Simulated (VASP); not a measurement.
# LiCl (Fm-3m) in VASP: notebook

Aim: see how the results for LiCl move with the level of theory and the settings. Levels: PBEsol, LDA, r2SCAN. Tasks: electric field gradients.

Program: VASP 6.6.1. These are calculated values, not measurements. Logs are shortened: lines on timing, memory, paths and dates and some standing lists are left out, and cuts for length are marked.

### 1 The cell of the first run

Symmetry: Fm-3m, No. 225, cubic system. Conventional cell: a = 5.060 Å, b = 5.060 Å, c = 5.060 Å, α = 90.00°, β = 90.00°, γ = 90.00°. Li (site symmetry m-3m) has 6 Cl at 2.53 Å within 3.3 Å. Cl (site symmetry m-3m) has 6 Li at 2.53 Å within 3.3 Å.

### 2 Electric field gradients, PBEsol (16.20 Å³/atom)

File INCAR:

```
SYSTEM = LiCl
PREC = Accurate
ENCUT = 520
EDIFF = 1E-8
ISMEAR = -1
SIGMA = 0.03
LREAL = .FALSE.
LASPH = .TRUE.
NELM = 60
ALGO = Normal
ISIF = 2
LWAVE = .FALSE.
LCHARG = .FALSE.
GGA = PS
LEFG = .TRUE.
NBANDS = 12
```

File KPOINTS:

```
regular mesh
0
G
  9 9 9
  0 0 0
```

File POSCAR:

```
LiCl
1.0
    0.0000000000      2.5300968319      2.5300968319
    2.5300968319      0.0000000000      2.5300968319
    2.5300968319      2.5300968319      0.0000000000
Li Cl
1 1
Direct
    0.0000000000      0.0000000000      0.0000000000
    0.5000000000      0.5000000000      0.5000000000
```

Potentials or basis: VASP PAW PBE potentials, release 64 (Li_sv, Cl).

Run with:

```
cat potpaw_PBE.64/Li_sv/POTCAR potpaw_PBE.64/Cl/POTCAR > POTCAR
mpirun -np 1 vasp_std > vasp.out
```

OUTCAR:

```text
SYSTEM = LiCl
   PREC = Accurate
   ENCUT = 520
   EDIFF = 1E-8
   ISMEAR = -1
   LREAL = .FALSE.
   LASPH = .TRUE.
   NELM = 60
   ISIF = 2
   GGA = PS

 ion  position               nearest neighbor table
   1  0.000  0.000  0.000-   2 2.53   2 2.53   2 2.53   2 2.53   2 2.53   2 2.53
   2  0.500  0.500  0.500-   1 2.53   1 2.53   1 2.53   1 2.53   1 2.53   1 2.53

  LATTYP: Found a face centered cubic cell.
 ALAT       =     5.0601936638

  Lattice vectors:

 A1 = (   0.0000000000,   2.5300968319,   2.5300968319)
 A2 = (   2.5300968319,   0.0000000000,   2.5300968319)
 A3 = (   2.5300968319,   2.5300968319,   0.0000000000)

Analysis of symmetry for initial positions (statically):
=====================================================================
 Subroutine PRICEL returns:
 Original cell was already a primitive cell.

 Routine SETGRP: Setting up the symmetry group for a
 face centered cubic supercell.

 Subroutine GETGRP returns: Found 48 space group operations
 (whereof 48 operations were pure point group operations)
 out of a pool of 48 trial point group operations.

The static configuration has the point symmetry O_h .

Analysis of symmetry for dynamics (positions and initial velocities):
=====================================================================
 Subroutine PRICEL returns:
 Original cell was already a primitive cell.

 Routine SETGRP: Setting up the symmetry group for a
 face centered cubic supercell.

 Subroutine GETGRP returns: Found 48 space group operations
 (whereof 48 operations were pure point group operations)
 out of a pool of 48 trial point group operations.

The dynamic configuration has the point symmetry O_h .

 Subroutine INISYM returns: Found 48 space group operations
 (whereof 48 operations are pure point group operations),
 and found     1 'primitive' translations

----------------------------------------------------------------------------------------

                                     Primitive cell

  volume of cell :      32.3923

  direct lattice vectors                    reciprocal lattice vectors
     0.000000000  2.530096832  2.530096832    -0.197620895  0.197620895  0.197620895
     2.530096832  0.000000000  2.530096832     0.197620895 -0.197620895  0.197620895
     2.530096832  2.530096832  0.000000000     0.197620895  0.197620895 -0.197620895

  length of vectors
     3.578097254  3.578097254  3.578097254     0.342289431  0.342289431  0.342289431

  position of ions in fractional coordinates (direct lattice)
     0.000000000  0.000000000  0.000000000
     0.500000000  0.500000000  0.500000000

  ion indices of the primitive-cell ions
   primitive index   ion index
                 1           1
                 2           2

----------------------------------------------------------------------------------------

 KPOINTS: regular mesh

Automatic generation of k-mesh.
 Grid dimensions read from file:
 generate k-points for:    9    9    9

 Generating k-lattice:

  Cartesian coordinates                     Fractional coordinates (reciprocal lattice)
    -0.021957877  0.021957877  0.021957877     0.111111111  0.000000000  0.000000000
     0.021957877 -0.021957877  0.021957877     0.000000000  0.111111111  0.000000000
     0.021957877  0.021957877 -0.021957877     0.000000000  0.000000000  0.111111111

  Length of vectors
     0.038032159  0.038032159  0.038032159

  Shift w.r.t. Gamma in fractional coordinates (k-lattice)
     0.000000000  0.000000000  0.000000000

 Subroutine IBZKPT returns following result:
 ===========================================

 Found     35 irreducible k-points:

 Following reciprocal coordinates:
            Coordinates               Weight
  0.000000  0.000000  0.000000      1.000000
  0.111111  0.000000  0.000000      8.000000
  0.222222  0.000000  0.000000      8.000000
  0.333333  0.000000  0.000000      8.000000
  0.444444  0.000000  0.000000      8.000000
  0.111111  0.111111  0.000000      6.000000
[... 16 lines left out ...]
 -0.333333  0.333333  0.000000     12.000000
  0.444444  0.444444  0.000000      6.000000
 [... further k-points ...]
   k-points           NKPTS =     35   k-points in BZ     NKDIM =     35   number of bands    NBANDS=     12
   number of dos      NEDOS =    301   number of ions     NIONS =      2
   total plane-waves  NPLWV =  21952
   dimension x,y,z NGX =    28 NGY =   28 NGZ =   28
   dimension x,y,z NGXF=    56 NGYF=   56 NGZF=   56
   ions per type =               1   1
   NGX,Y,Z   is equivalent  to a cutoff of  13.01, 13.01, 13.01 a.u.
   NGXF,Y,Z  is equivalent  to a cutoff of  26.02, 26.02, 26.02 a.u.
 SYSTEM =  LiCl
   PREC   = accura    normal or accurate (medium, high low for compatibility)
   ISTART =      0    job   : 0-new  1-cont  2-samecut
   ICHARG =      2    charge: 1-file 2-atom 10-const
   ISPIN  =      1    spin polarized calculation?
   LNONCOLLINEAR =      F non collinear calculations
   LSORBIT =      F    spin-orbit coupling
   LASPH  =      T    aspherical Exc in radial PAW
   ENCUT  =  520.0 eV  38.22 Ry    6.18 a.u.   6.65  6.65  6.65*2*pi/ulx,y,z
   NELM   =     60;   NELMIN=  2; NELMDL= -5     # of ELM steps
   EDIFF  = 0.1E-07   stopping-criterion for ELM
   LREAL  =      F    real-space projection
   EDIFFG = 0.1E-06   stopping-criterion for IOM
   NSW    =      0    number of steps for IOM
   IBRION =     -1    ionic relax: 0-MD 1-quasi-New 2-CG
   NFREE  =      0    steps in history (QN), initial steepest desc. (CG)
   ISIF   =      2    stress and relaxation
   ISYM   =      2    0-nonsym 1-usesym 2-fastsym
   POTIM  = 0.5000    time-step for ionic-motion
   TEBEG  =    0.0;   TEEND  =   0.0 temperature during run
   PSTRESS=    0.0 pullay stress
   NELECT =      10.0000    total number of electrons
   NUPDOWN=      -1.0000    fix difference up-down
   EMIN   =  10.00;   EMAX   =-10.00  energy-range for DOS
   EFERMI =   0.00;   METHOD = LEGACY
   ISMEAR =    -1;   SIGMA  =   0.03  broadening in eV -4-tet -1-fermi 0-gaus
   EFERMI_NEDOS =   21; number of points for ismear=-14 and -15
   IALGO  =     38    algorithm
   IMIX   =      4    mixing-type and parameters
     AMIX     =   0.40;   BMIX     =  1.00
     AMIX_MAG =   1.60;   BMIX_MAG =  1.00
  volume/ion in A,a.u.               =      16.20       109.30
  Fermi-wavevector in a.u.,A,eV,Ry     =   1.106440  2.090868 16.656367  1.224208
  Thomas-Fermi vector in A             =   2.242940
   LORBIT       =      0    0 simple, 1 ext, 2 COOP (PROOUT), +10 PAW based schemes
   GGA     = PS    functional components
   LHFCALC =     F    Hartree Fock is set to
   AEXX    =    0.0000 exact exchange contribution
   IVDW    =     0    specifies the selected vdW correction
   LEPSILON=     F    determine dielectric tensor
   LRPA    =     F    only Hartree local field effects (RPA)
 non-spin polarized calculation
  energy-cutoff  :      520.00
  volume of cell :       32.39
 maximum number of plane-waves:       893
   NGX = 13   NGY = 13   NGZ = 13

 number of electron      10.0000000 magnetization

 number of electron       9.9999996 magnetization

 Free energy of the ion-electron system (eV)
  ---------------------------------------------------
  ext. energy  EPLUGINS =         0.00000000
  ---------------------------------------------------
  free energy    TOTEN  =        -7.63909477 eV

  energy without entropy =       -7.63909477  energy(sigma->0) =       -7.63909477

 E-fermi :   1.5423     XC(G=0):  -9.0892

 val. band max:        0.8491875769   @ k =   0.0000   0.0000   0.0000
 cond. band min:       7.2236622541   @ k =   0.0000   0.0000   0.0000
 fundamental gap:      6.3744746772
 Fermi energy:         1.5422533385

 k-point     1 :       0.0000    0.0000    0.0000
  band No.  band energies     occupation
      1     -41.9008      2.00000
      2     -12.6932      2.00000
      3       0.8492      2.00000
      4       0.8492      2.00000
      5       0.8492      2.00000
      6       7.2237      0.00000
      7      12.6932      0.00000
      8      12.6932      0.00000
      9      12.6933      0.00000
     10      15.5014      0.00000
     11      15.5014      0.00000
     12      15.5016      0.00000
[... 331 lines left out ...]
 k-point    24 :       0.4444    0.4444    0.0000
  band No.  band energies     occupation
      1     -41.8961      2.00000
      2     -11.8087      2.00000
      3      -2.2123      2.00000
      4      -0.3224      2.00000
      5      -0.3224      2.00000
      6       8.7661      0.00000
      7       8.9409      0.00000
      8      13.1854      0.00000
      9      14.9853      0.00000
     10      14.9853      0.00000
     11      17.9489      0.00000
     12      19.8469      0.00000

 [... further k-points ...]

------------------------ aborting loop because EDIFF is reached ----------------------------------------

  FORCE on cell =-STRESS in cart. coord.  units (eV):
  Direction    XX          YY          ZZ          XY          YZ          ZX
  --------------------------------------------------------------------------------------
  -------------------------------------------------------------------------------------
  Total        0.0027017      0.0027017      0.0027017      0.0000000      0.0000000     -0.0000000
  in kB        0.1336308      0.1336308      0.1336308      0.0000000      0.0000000     -0.0000000
  external PRESSURE =       0.1336308 kB  Pullay stress =       0.0000000 kB

 VOLUME and BASIS-vectors are now :
 -----------------------------------------------------------------------------
  energy-cutoff  :      520.00
  volume of cell :       32.39
      direct lattice vectors                 reciprocal lattice vectors
     0.000000000  2.530096832  2.530096832    -0.197620895  0.197620895  0.197620895
     2.530096832  0.000000000  2.530096832     0.197620895 -0.197620895  0.197620895
     2.530096832  2.530096832  0.000000000     0.197620895  0.197620895 -0.197620895

 POSITION                                       TOTAL-FORCE (eV/Angst)
 -----------------------------------------------------------------------------------
      0.00000      0.00000      0.00000         0.000000     -0.000000      0.000000
      2.53010      2.53010      2.53010        -0.000000      0.000000     -0.000000
 -----------------------------------------------------------------------------------
    total drift:                                0.000000      0.000000      0.000000

  FREE ENERGIE OF THE ION-ELECTRON SYSTEM (eV)
  ---------------------------------------------------
  free  energy   TOTEN  =        -7.6390947656 eV

  energy  without entropy=       -7.6390947656  energy(sigma->0) =       -7.63909477

 Electric field gradients (V/A^2)
---------------------------------------------------------------------
 ion       V_xx      V_yy      V_zz      V_xy      V_xz      V_yz
---------------------------------------------------------------------
   1      -0.000    -0.000     0.000    -0.001    -0.001    -0.001
   2      -0.000    -0.000     0.000    -0.001    -0.001    -0.001
---------------------------------------------------------------------

 Electric field gradients after diagonalization (V/A^2)
 (convention: |V_zz| > |V_xx| > |V_yy|)
----------------------------------------------------------------------
 ion       V_xx      V_yy      V_zz     asymmetry (V_yy - V_xx)/ V_zz
----------------------------------------------------------------------
   1       0.001     0.001    -0.001       0.000
   2       0.001     0.001    -0.001       0.000
----------------------------------------------------------------------

           NMR quadrupolar parameters

 Cq : quadrupolar parameter    Cq=e*Q*V_zz/h
 eta: asymmetry parameters     (V_yy - V_xx)/ V_zz
 Q  : nuclear electric quadrupole moment in mb (millibarn)
----------------------------------------------------------------------
 ion       Cq(MHz)       eta       Q (mb)
----------------------------------------------------------------------
   1      -0.000       0.000       1.000
   2      -0.000       0.000       1.000
----------------------------------------------------------------------
```

Wall time 7.8 s (1 thread of Intel Xeon 6975P-C (Granite Rapids), shared host); peak memory 0.15 GiB.

What came out:

```yaml
Free_energy: -7.6391 eV
Band_gap_on_the_k_mesh: 6.37 eV
Largest_electric_field_gradient_by_atom: under 0.05 V/Å² on every atom
```

Levels at points of the mesh, in eV from the valence-band top:
```csv
k point,band 3,band 4,band 5,band 6,band 7,band 8
"(0.00, 0.00, 0.00)",0.00,0.00,0.00,6.37,11.84,11.84
```

Caveat: the cutoff is under 1.25 times the usual one of these potentials, so pressure, stress and relaxed cells hold a basis-set (Pulay) error; the PAW data sets were made with another functional, which shifts forces and pressure a little; an odd mesh through Γ misses points on the zone boundary, where band edges can lie.

### 3 Electric field gradients, LDA

This run uses another cell than the first one, of 16.87 Å³/atom.

File INCAR:

```
SYSTEM = LiCl
ALGO     = Normal         ! electronic algorithm
EDIFF    = 1E-8           ! SCF threshold, eV
ENCUT    = 520            ! plane-wave cutoff, eV
ISIF     = 2              ! what is computed and relaxed
ISMEAR   = -1             ! smearing method
LASPH    = .True.         ! aspherical terms in the spheres
LCHARG   = .False.        ! write CHGCAR
LEFG     = .True.       
LREAL    = .False.        ! projectors in reciprocal space
LWAVE    = .False.        ! write WAVECAR
NBANDS   = 12             ! bands
NELM     = 60             ! most SCF steps
PREC     = Accurate       ! precision mode
SIGMA    = 0.03           ! smearing width, eV
```

File KPOINTS:

```
k-points
0
Gamma
  9 9 9
  0 0 0
```

File POSCAR:

```
LiCl
1.0
    0.0000000000      2.5647600000      2.5647600000
    2.5647600000      0.0000000000      2.5647600000
    2.5647600000      2.5647600000      0.0000000000
Li Cl
1 1
Direct
    0.0000000000      0.0000000000      0.0000000000
    0.5000000000      0.5000000000      0.5000000000
```

Potentials or basis: VASP PAW LDA potentials, release 64 (Li_sv, Cl).

Run with:

```
cat potpaw_LDA.64/Li_sv/POTCAR potpaw_LDA.64/Cl/POTCAR > POTCAR
mpirun -np 1 vasp_std > vasp.out
```

OUTCAR:

```text
SYSTEM = LiCl
   EDIFF = 1E-8
   ENCUT = 520
   ISIF = 2
   ISMEAR = -1
   LASPH = .True.
   LREAL = .False.
   NELM = 60
   PREC = Accurate

 ion  position               nearest neighbor table
   1  0.000  0.000  0.000-   2 2.56   2 2.56   2 2.56   2 2.56   2 2.56   2 2.56
   2  0.500  0.500  0.500-   1 2.56   1 2.56   1 2.56   1 2.56   1 2.56   1 2.56

  LATTYP: Found a face centered cubic cell.
 ALAT       =     5.1295200000

  Lattice vectors:

 A1 = (   0.0000000000,   2.5647600000,   2.5647600000)
 A2 = (   2.5647600000,   0.0000000000,   2.5647600000)
 A3 = (   2.5647600000,   2.5647600000,   0.0000000000)

Analysis of symmetry for initial positions (statically):
=====================================================================
 Subroutine PRICEL returns:
 Original cell was already a primitive cell.

 Routine SETGRP: Setting up the symmetry group for a
 face centered cubic supercell.

 Subroutine GETGRP returns: Found 48 space group operations
 (whereof 48 operations were pure point group operations)
 out of a pool of 48 trial point group operations.

The static configuration has the point symmetry O_h .

Analysis of symmetry for dynamics (positions and initial velocities):
=====================================================================
 Subroutine PRICEL returns:
 Original cell was already a primitive cell.

 Routine SETGRP: Setting up the symmetry group for a
 face centered cubic supercell.

 Subroutine GETGRP returns: Found 48 space group operations
 (whereof 48 operations were pure point group operations)
 out of a pool of 48 trial point group operations.

The dynamic configuration has the point symmetry O_h .
[... 502 lines left out ...]
      3      -2.4568      2.00000
      4      -0.6565      2.00000
      5      -0.6565      2.00000
      6       8.1450      0.00000
      7       8.5200      0.00000
      8      12.2720      0.00000
      9      14.0392      0.00000
     10      14.0392      0.00000
     11      17.3479      0.00000
     12      19.2134      0.00000

 [... further k-points ...]

------------------------ aborting loop because EDIFF is reached ----------------------------------------

  FORCE on cell =-STRESS in cart. coord.  units (eV):
  Direction    XX          YY          ZZ          XY          YZ          ZX
  --------------------------------------------------------------------------------------
  -------------------------------------------------------------------------------------
  Total       -0.6966628     -0.6966628     -0.6966628     -0.0000000     -0.0000000      0.0000000
  in kB      -33.0798119    -33.0798119    -33.0798119     -0.0000000     -0.0000000      0.0000000
  external PRESSURE =     -33.0798119 kB  Pullay stress =       0.0000000 kB

 VOLUME and BASIS-vectors are now :
 -----------------------------------------------------------------------------
  energy-cutoff  :      520.00
  volume of cell :       33.74
      direct lattice vectors                 reciprocal lattice vectors
     0.000000000  2.564760000  2.564760000    -0.194950015  0.194950015  0.194950015
     2.564760000  0.000000000  2.564760000     0.194950015 -0.194950015  0.194950015
     2.564760000  2.564760000  0.000000000     0.194950015  0.194950015 -0.194950015

 POSITION                                       TOTAL-FORCE (eV/Angst)
 -----------------------------------------------------------------------------------
      0.00000      0.00000      0.00000         0.000000     -0.000000      0.000000
      2.56476      2.56476      2.56476        -0.000000      0.000000     -0.000000
 -----------------------------------------------------------------------------------
    total drift:                                0.000000      0.000000      0.000000

  FREE ENERGIE OF THE ION-ELECTRON SYSTEM (eV)
  ---------------------------------------------------
  free  energy   TOTEN  =        -8.0620434788 eV

  energy  without entropy=       -8.0620434788  energy(sigma->0) =       -8.06204348

 Electric field gradients (V/A^2)
---------------------------------------------------------------------
 ion       V_xx      V_yy      V_zz      V_xy      V_xz      V_yz
---------------------------------------------------------------------
   1       0.000    -0.000     0.000     0.002     0.002     0.002
   2       0.000     0.000    -0.000     0.001     0.001     0.001
---------------------------------------------------------------------

 Electric field gradients after diagonalization (V/A^2)
 (convention: |V_zz| > |V_xx| > |V_yy|)
----------------------------------------------------------------------
 ion       V_xx      V_yy      V_zz     asymmetry (V_yy - V_xx)/ V_zz
----------------------------------------------------------------------
   1      -0.002    -0.002     0.003       0.000
   2      -0.001    -0.001     0.002       0.000
----------------------------------------------------------------------

           NMR quadrupolar parameters

 Cq : quadrupolar parameter    Cq=e*Q*V_zz/h
 eta: asymmetry parameters     (V_yy - V_xx)/ V_zz
 Q  : nuclear electric quadrupole moment in mb (millibarn)
----------------------------------------------------------------------
 ion       Cq(MHz)       eta       Q (mb)
----------------------------------------------------------------------
   1       0.000       0.000       1.000
   2       0.000       0.000       1.000
----------------------------------------------------------------------
```

It took 6.1 s on 1 thread of Intel Xeon 6975P-C (Granite Rapids), shared host; peak memory 0.13 GiB.

Results:

| Property | Result |
| --- | --- |
| Free energy | -8.0620 eV |
| Band gap on the k mesh | 6.00 eV |
| Largest electric field gradient by atom | under 0.05 V/Å² on every atom |

Caveat: the cutoff is under 1.25 times the usual one of these potentials, so pressure, stress and relaxed cells hold a basis-set (Pulay) error; an odd mesh through Γ misses points on the zone boundary, where band edges can lie.

(Continued in part 2 of 2.)
